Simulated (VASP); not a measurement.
# Al2Cu (I4/mmm) in VASP: further runs

Runs on Al2Cu. Level: PBE. Tasks: single point.

All numbers are computed with VASP 6.6.1; they aren't measurements. Logs are shortened: lines on timing, memory, paths and dates and some standing lists are left out, and cuts for length are marked.

### 1 The cell of the first run

Symmetry: I4/mmm, No. 139, tetragonal system. Conventional cell: a = 4.089 Å, b = 4.089 Å, c = 5.879 Å, α = 90.00°, β = 90.00°, γ = 90.00°. Within 3.3 Å of Al (site symmetry -4m2) lie 4 Cu at 2.52 Å and 6 Al at 2.89 to 2.94 Å. Cu (site symmetry 4/mmm) has 8 Al at 2.52 Å within 3.3 Å.

### 2 Single point, PBE

The input, INCAR:

```
ALGO     = Fast           # electronic algorithm
EDIFF    = 1E-7           # SCF threshold, eV
ENCUT    = 520            # plane-wave cutoff, eV
GGA      = PE             # functional
ISIF     = 2              # what is computed and relaxed
ISMEAR   = 0              # smearing method
LASPH    = True           # aspherical terms in the spheres
LCHARG   = False          # write CHGCAR
LREAL    = False          # projectors in reciprocal space
LWAVE    = False          # write WAVECAR
NBANDS   = 16             # bands
NELM     = 80             # most SCF steps
PREC     = Accurate       # precision mode
SIGMA    = 0.15           # smearing width, eV
```

The input, KPOINTS:

```
k-points
0
Gamma
  14 14 14
```

The input, POSCAR:

```
Al2Cu
1.0
   -2.0446004822      2.0446004822      2.9396000000
    2.0446004822     -2.0446004822      2.9396000000
    2.0446004822      2.0446004822     -2.9396000000
Al Cu
2 1
Direct
    0.7500000000      0.2500000000      0.5000000000
    0.2500000000      0.7500000000      0.5000000000
    0.5000000000      0.5000000000      0.0000000000
```

Potentials or basis: VASP PAW PBE potentials, release 64 (Al, Cu).

On the command line:

```sh
$ cat potpaw_PBE.64/Al/POTCAR potpaw_PBE.64/Cu/POTCAR > POTCAR
$ mpirun -np 1 vasp_std > vasp.out
```

OUTCAR:

```text
EDIFF = 1E-7
   ENCUT = 520
   GGA = PE
   ISIF = 2
   ISMEAR = 0
   LASPH = True
   LREAL = False
   NELM = 80
   PREC = Accurate

 ion  position               nearest neighbor table
   1  0.750  0.250  0.500-   3 2.52   3 2.52   3 2.52   3 2.52   2 2.89   2 2.89   2 2.89   2 2.89
                             2 2.94   2 2.94
   2  0.250  0.750  0.500-   3 2.52   3 2.52   3 2.52   3 2.52   1 2.89   1 2.89   1 2.89   1 2.89
                             1 2.94   1 2.94
   3  0.500  0.500  0.000-   2 2.52   1 2.52   1 2.52   2 2.52   1 2.52   2 2.52   2 2.52   1 2.52

  LATTYP: Found a body centered tetragonal cell.
 ALAT       =     4.0892009644
 C/A-ratio  =     1.4377380939

  Lattice vectors:

 A1 = (  -2.0446004822,   2.0446004822,   2.9396000000)
 A2 = (   2.0446004822,  -2.0446004822,   2.9396000000)
 A3 = (   2.0446004822,   2.0446004822,  -2.9396000000)

Analysis of symmetry for initial positions (statically):
=====================================================================
 Subroutine PRICEL returns:
 Original cell was already a primitive cell.

 Routine SETGRP: Setting up the symmetry group for a
 body centered tetragonal supercell.

 Subroutine GETGRP returns: Found 16 space group operations
 (whereof 16 operations were pure point group operations)
 out of a pool of 16 trial point group operations.

The static configuration has the point symmetry D_4h.

Analysis of symmetry for dynamics (positions and initial velocities):
=====================================================================
 Subroutine PRICEL returns:
 Original cell was already a primitive cell.

 Routine SETGRP: Setting up the symmetry group for a
 body centered tetragonal supercell.

 Subroutine GETGRP returns: Found 16 space group operations
 (whereof 16 operations were pure point group operations)
 out of a pool of 16 trial point group operations.

The dynamic configuration has the point symmetry D_4h.

 Subroutine INISYM returns: Found 16 space group operations
 (whereof 16 operations are pure point group operations),
 and found     1 'primitive' translations

----------------------------------------------------------------------------------------

                                     Primitive cell

  volume of cell :      49.1547

  direct lattice vectors                    reciprocal lattice vectors
    -2.044600482  2.044600482  2.939600000     0.000000000  0.244546553  0.170091169
     2.044600482 -2.044600482  2.939600000     0.244546553  0.000000000  0.170091169
     2.044600482  2.044600482 -2.939600000     0.244546553  0.244546553  0.000000000

  length of vectors
     4.123351843  4.123351843  4.123351843     0.297882565  0.297882565  0.345841052

  position of ions in fractional coordinates (direct lattice)
     0.750000000  0.250000000  0.500000000
     0.250000000  0.750000000  0.500000000
     0.500000000  0.500000000  0.000000000

  ion indices of the primitive-cell ions
   primitive index   ion index
                 1           1
                 2           2
                 3           3

----------------------------------------------------------------------------------------

 KPOINTS: k-points

Automatic generation of k-mesh.
 Grid dimensions read from file:
 generate k-points for:   14   14   14

 Generating k-lattice:

  Cartesian coordinates                     Fractional coordinates (reciprocal lattice)
     0.000000000  0.017467611  0.012149369     0.071428571  0.000000000 -0.000000000
     0.017467611  0.000000000  0.012149369     0.000000000  0.071428571 -0.000000000
     0.017467611  0.017467611  0.000000000     0.000000000  0.000000000  0.071428571

  Length of vectors
     0.021277326  0.021277326  0.024702932

  Shift w.r.t. Gamma in fractional coordinates (k-lattice)
     0.000000000  0.000000000  0.000000000

 Subroutine IBZKPT returns following result:
 ===========================================

 Found    244 irreducible k-points:

 Following reciprocal coordinates:
            Coordinates               Weight
  0.000000  0.000000  0.000000      1.000000
  0.071429  0.000000  0.000000      8.000000
  0.142857  0.000000 -0.000000      8.000000
  0.214286  0.000000 -0.000000      8.000000
  0.285714 -0.000000  0.000000      8.000000
  0.357143 -0.000000  0.000000      8.000000
[... 16 lines left out ...]
  0.214286  0.142857 -0.000000     16.000000
  0.285714  0.142857 -0.000000     16.000000
 [... further k-points ...]
   k-points           NKPTS =    244   k-points in BZ     NKDIM =    244   number of bands    NBANDS=     16
   number of dos      NEDOS =    301   number of ions     NIONS =      3
   total plane-waves  NPLWV =  32768
   dimension x,y,z NGX =    32 NGY =   32 NGZ =   32
   dimension x,y,z NGXF=    64 NGYF=   64 NGZF=   64
   ions per type =               2   1
   NGX,Y,Z   is equivalent  to a cutoff of  12.90, 12.90, 12.90 a.u.
   NGXF,Y,Z  is equivalent  to a cutoff of  25.80, 25.80, 25.80 a.u.
 SYSTEM =  unknown system
   PREC   = accura    normal or accurate (medium, high low for compatibility)
   ISTART =      0    job   : 0-new  1-cont  2-samecut
   ICHARG =      2    charge: 1-file 2-atom 10-const
   ISPIN  =      1    spin polarized calculation?
   LNONCOLLINEAR =      F non collinear calculations
   LSORBIT =      F    spin-orbit coupling
   LASPH  =      T    aspherical Exc in radial PAW
   ENCUT  =  520.0 eV  38.22 Ry    6.18 a.u.   7.67  7.67  7.67*2*pi/ulx,y,z
   NELM   =     80;   NELMIN=  2; NELMDL= -5     # of ELM steps
   EDIFF  = 0.1E-06   stopping-criterion for ELM
   LREAL  =      F    real-space projection
   EDIFFG = 0.1E-05   stopping-criterion for IOM
   NSW    =      0    number of steps for IOM
   IBRION =     -1    ionic relax: 0-MD 1-quasi-New 2-CG
   NFREE  =      0    steps in history (QN), initial steepest desc. (CG)
   ISIF   =      2    stress and relaxation
   ISYM   =      2    0-nonsym 1-usesym 2-fastsym
   POTIM  = 0.5000    time-step for ionic-motion
   TEBEG  =    0.0;   TEEND  =   0.0 temperature during run
   PSTRESS=    0.0 pullay stress
   NELECT =      17.0000    total number of electrons
   NUPDOWN=      -1.0000    fix difference up-down
   EMIN   =  10.00;   EMAX   =-10.00  energy-range for DOS
   EFERMI =   0.00;   METHOD = LEGACY
   ISMEAR =     0;   SIGMA  =   0.15  broadening in eV -4-tet -1-fermi 0-gaus
   EFERMI_NEDOS =   21; number of points for ismear=-14 and -15
   IALGO  =     68    algorithm
   IMIX   =      4    mixing-type and parameters
     AMIX     =   0.40;   BMIX     =  1.00
     AMIX_MAG =   1.60;   BMIX_MAG =  1.00
  volume/ion in A,a.u.               =      16.38       110.57
  Fermi-wavevector in a.u.,A,eV,Ry     =   1.149131  2.171542 17.966511  1.320501
  Thomas-Fermi vector in A             =   2.285802
   LORBIT       =      0    0 simple, 1 ext, 2 COOP (PROOUT), +10 PAW based schemes
   GGA     = PE    functional components
   LHFCALC =     F    Hartree Fock is set to
   AEXX    =    0.0000 exact exchange contribution
   IVDW    =     0    specifies the selected vdW correction
   LEPSILON=     F    determine dielectric tensor
   LRPA    =     F    only Hartree local field effects (RPA)
 non-spin polarized calculation
 RMM-DIIS sequential band-by-band and
 Gauss-broadening in eV      SIGMA  =   0.15
  energy-cutoff  :      520.00
  volume of cell :       49.15
 maximum number of plane-waves:      1355
   NGX = 15   NGY = 15   NGZ = 15

 number of electron      16.9999998 magnetization

 Free energy of the ion-electron system (eV)
  ---------------------------------------------------
  ext. energy  EPLUGINS =         0.00000000
  ---------------------------------------------------
  free energy    TOTEN  =       -11.74711471 eV

  energy without entropy =      -11.73644641  energy(sigma->0) =      -11.74178056

 E-fermi :   6.7410     XC(G=0): -10.3380

 val. band max:        6.7394986431   @ k =   0.3571   0.0714  -0.0000
 cond. band min:       6.7480235652   @ k =   0.1429   0.0000  -0.0000
 fundamental gap:      0.0085249221
 Fermi energy:         6.7409840842

 k-point     1 :       0.0000    0.0000    0.0000
  band No.  band energies     occupation
      1      -3.2821      2.00000
      2       2.2979      2.00000
      3       2.2979      2.00000
      4       2.3133      2.00000
      5       2.8301      2.00000
      6       2.8555      2.00000
[... 8 lines left out ...]
     15      13.7200      0.00000
     16      13.7200      0.00000

 k-point     2 :       0.0714    0.0000    0.0000
  band No.  band energies     occupation
      1      -3.2151      2.00000
      2       2.2785      2.00000
      3       2.3085      2.00000
      4       2.3199      2.00000
      5       2.8277      2.00000
      6       2.8526      2.00000
[... 8 lines left out ...]
     15      12.9747      0.00000
     16      13.4226      0.00000

 k-point     3 :       0.1429    0.0000   -0.0000
  band No.  band energies     occupation
      1      -3.0151      2.00000
      2       2.2093      2.00000
      3       2.3375      2.00000
      4       2.3466      2.00000
      5       2.8229      2.00000
      6       2.8462      2.00000
[... 8 lines left out ...]
     15      12.4463      0.00000
     16      13.1068      0.00000

 k-point     4 :       0.2143    0.0000   -0.0000
  band No.  band energies     occupation
      1      -2.6845      2.00000
      2       2.0830      2.00000
      3       2.3761      2.00000
      4       2.3820      2.00000
      5       2.8230      2.00000
      6       2.8429      2.00000
[... 8 lines left out ...]
     15      12.5526      0.00000
     16      13.7291      0.00000

 k-point     5 :       0.2857   -0.0000    0.0000
  band No.  band energies     occupation
      1      -2.2288      2.00000
      2       1.8619      2.00000
      3       2.4121      2.00000
      4       2.4131      2.00000
      5       2.8361      2.00000
      6       2.8501      2.00000
[... 8 lines left out ...]
     15      13.3997      0.00000
     16      14.7527      0.00000

 k-point     6 :       0.3571   -0.0000    0.0000
  band No.  band energies     occupation
      1      -1.6600      2.00000
      2       1.4504      2.00000
      3       2.4313      2.00000
      4       2.4358      2.00000
      5       2.8623      2.00000
      6       2.8696      2.00000
[... 8 lines left out ...]
     15      14.4682      0.00000
     16      15.8565      0.00000
[... 267 lines left out ...]
 k-point    21 :      -0.0714    0.0714    0.0000
  band No.  band energies     occupation
      1      -3.1918      2.00000
      2       2.2689      2.00000
      3       2.3106      2.00000
      4       2.3268      2.00000
      5       2.8276      2.00000
      6       2.8506      2.00000
[... 8 lines left out ...]
     15      13.3300      0.00000
     16      13.8281      0.00000

 k-point    22 :       0.1429    0.1429   -0.0000
  band No.  band energies     occupation
      1      -2.5780      2.00000
      2       2.0845      2.00000
      3       2.3630      2.00000
      4       2.4120      2.00000
      5       2.7797      2.00000
      6       2.8725      2.00000
[... 8 lines left out ...]
     15      14.0415      0.00000
     16      15.2001      0.00000

 k-point    23 :       0.2143    0.1429   -0.0000
  band No.  band energies     occupation
      1      -2.1669      2.00000
      2       1.9450      2.00000
      3       2.3737      2.00000
      4       2.4596      2.00000
      5       2.7693      2.00000
      6       2.8881      2.00000
[... 8 lines left out ...]
     15      14.1037      0.00000
     16      16.2837      0.00000

 k-point    24 :       0.2857    0.1429   -0.0000
  band No.  band energies     occupation
      1      -1.6379      2.00000
      2       1.6821      2.00000
      3       2.3783      2.00000
      4       2.4941      2.00000
      5       2.7843      2.00000
      6       2.8992      2.00000
[... 8 lines left out ...]
     15      13.8143      0.00000
     16      17.1725      0.00000

 [... further k-points ...]

------------------------ aborting loop because EDIFF is reached ----------------------------------------

  FORCE on cell =-STRESS in cart. coord.  units (eV):
  Direction    XX          YY          ZZ          XY          YZ          ZX
  --------------------------------------------------------------------------------------
  -------------------------------------------------------------------------------------
  Total       -0.3103723     -0.3103723     -0.7124714      0.0000000      0.0000000      0.0000000
  in kB      -10.1164545    -10.1164545    -23.2227089      0.0000000      0.0000000      0.0000000
  external PRESSURE =     -14.4852060 kB  Pullay stress =       0.0000000 kB

 VOLUME and BASIS-vectors are now :
 -----------------------------------------------------------------------------
  energy-cutoff  :      520.00
  volume of cell :       49.15
      direct lattice vectors                 reciprocal lattice vectors
    -2.044600482  2.044600482  2.939600000     0.000000000  0.244546553  0.170091169
     2.044600482 -2.044600482  2.939600000     0.244546553  0.000000000  0.170091169
     2.044600482  2.044600482 -2.939600000     0.244546553  0.244546553  0.000000000

 POSITION                                       TOTAL-FORCE (eV/Angst)
 -----------------------------------------------------------------------------------
      0.00000      2.04460      1.46980        -0.000000      0.000000     -0.000000
      2.04460      0.00000      1.46980         0.000000      0.000000      0.000000
      0.00000      0.00000      2.93960        -0.000000     -0.000000     -0.000000
 -----------------------------------------------------------------------------------
    total drift:                               -0.000000      0.000000     -0.000000

  FREE ENERGIE OF THE ION-ELECTRON SYSTEM (eV)
  ---------------------------------------------------
  free  energy   TOTEN  =       -11.7471147107 eV

  energy  without entropy=      -11.7364464058  energy(sigma->0) =      -11.74178056
```

Wall time 2.1 min (1 thread of AMD EPYC 9R45 (Zen 5), shared host); peak memory 0.29 GiB.

What came out:

- Free energy: -11.7471 eV
- Pressure: -1.4 GPa
- Band gap on the k mesh: zero (an odd number of electrons rules out a gap without spin polarisation)

Stress tensor (GPa, compression positive):
```
-1.01  0.00  0.00
 0.00 -1.01  0.00
 0.00  0.00 -2.32
```

### 3 Single point, PBE

This run uses another cell than the first one, of 16.65 Å³/atom.

The input, INCAR:

```
SYSTEM = Al2Cu
PREC = Accurate ; ENCUT = 520
EDIFF = 1E-6 ; ISMEAR = 0
SIGMA = 0.15 ; LREAL = .FALSE.
LASPH = .TRUE. ; NELM = 100
ALGO = Fast ; ISIF = 2
LWAVE = .FALSE. ; LCHARG = .TRUE.
GGA = PE ; LELF = .TRUE.
LVHAR = .TRUE. ; NBANDS = 16
```

The input, KPOINTS:

```
Automatic mesh
0
G
  14 14 14
  0 0 0
```

The input, POSCAR:

```
Al2Cu
1.0
   -2.0446004822      2.0446004822      2.9878000000
    2.0446004822     -2.0446004822      2.9878000000
    2.0446004822      2.0446004822     -2.9878000000
Al Cu
2 1
Direct
    0.7500000000      0.2500000000      0.5000000000
    0.2500000000      0.7500000000      0.5000000000
    0.5000000000      0.5000000000      0.0000000000
```

Potentials or basis: VASP PAW PBE potentials, release 64 (Al, Cu).

On the command line:

```sh
$ cat potpaw_PBE.64/Al/POTCAR potpaw_PBE.64/Cu/POTCAR > POTCAR
$ mpirun -np 1 vasp_std > vasp.out
```

Run time: 2 min. Hardware: 1 thread of AMD EPYC 9R45 (Zen 5), shared host; peak memory 0.29 GiB.

It converged, with:

* Free energy: -11.7308 eV
* Pressure: -2.8 GPa
* Band gap on the k mesh: zero (an odd number of electrons rules out a gap without spin polarisation)

Stress tensor (GPa, compression positive):
```
-1.95  0.00  0.00
 0.00 -1.95  0.00
 0.00  0.00 -4.43
```

Levels at points of the mesh, in eV from the Fermi level:
| k point | band 5 | band 6 | band 7 | band 8 | band 9 | band 10 | band 11 | band 12 | band 13 | band 14 |
| --- | --- | --- | --- | --- | --- | --- | --- | --- | --- | --- |
| (0.00, 0.00, 0.00) | -3.87 | -3.82 | 2.63 | 2.63 | 2.74 | 2.98 | 3.00 | 3.00 | 3.71 | 6.09 |
| (0.50, 0.00, 0.00) | -3.83 | -3.79 | -3.77 | 0.47 | 0.75 | 2.63 | 2.90 | 3.56 | 4.22 | 9.33 |
| (0.50, 0.50, 0.00) | -3.87 | -3.71 | -3.56 | -2.08 | -1.85 | 0.01 | 1.51 | 8.83 | 9.57 | 10.32 |
| (0.50, 0.50, 0.50) | -3.92 | -3.69 | -3.65 | -1.76 | -1.76 | 0.38 | 1.69 | 8.84 | 10.24 | 10.24 |

(Continued in part 2 of 2.)
